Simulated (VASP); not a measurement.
Si:

```
Si
1.0
     0.00000    2.71356    2.71356
     2.71356    0.00000    2.71356
     2.71356    2.71356    0.00000
Si
2
Direct
  0.75000 0.75000 0.75000
  0.50000 0.50000 0.50000
```

```yaml
Program: VASP 6.6.1
Task: relaxation of cell and atoms
Functional: PBE
Potentials_or_basis: VASP PAW PBE potentials, release 64 (Si)
Cutoff: 600 eV
k_mesh: 12 × 12 × 12
Occupations: gaussian, width 0.02 eV
Spin: no spin polarisation
```

At the start: pressure 2.1 GPa; volume 19.98 Å³/atom.

Question: Where does the relaxation end?

Answer: Over 3 steps the energy falls by 3.0 meV/atom and the volume is 20.44 Å³/atom (+2.3 %); space group Fd-3m (No. 227, to 0.1 Å) before and after.

Step by step:
| step | energy change (eV) | largest force (eV/Å) | pressure (GPa) | volume (Å³) |
| --- | --- | --- | --- | --- |
| 1 | 0.0000 | 0.0000 | 2.14 | 39.96 |
| 2 | -0.0033 | 0.0000 | -1.33 | 41.53 |
| 3 | -0.0060 | 0.0000 | 0.00 | 40.89 |

Final structure:
```
CELL_PARAMETERS angstrom
0.00000 2.73432 2.73432
2.73432 0.00000 2.73432
2.73432 2.73432 0.00000
ATOMIC_POSITIONS crystal
Si 0.75000 0.75000 0.75000
Si 0.50000 0.50000 0.50000
```
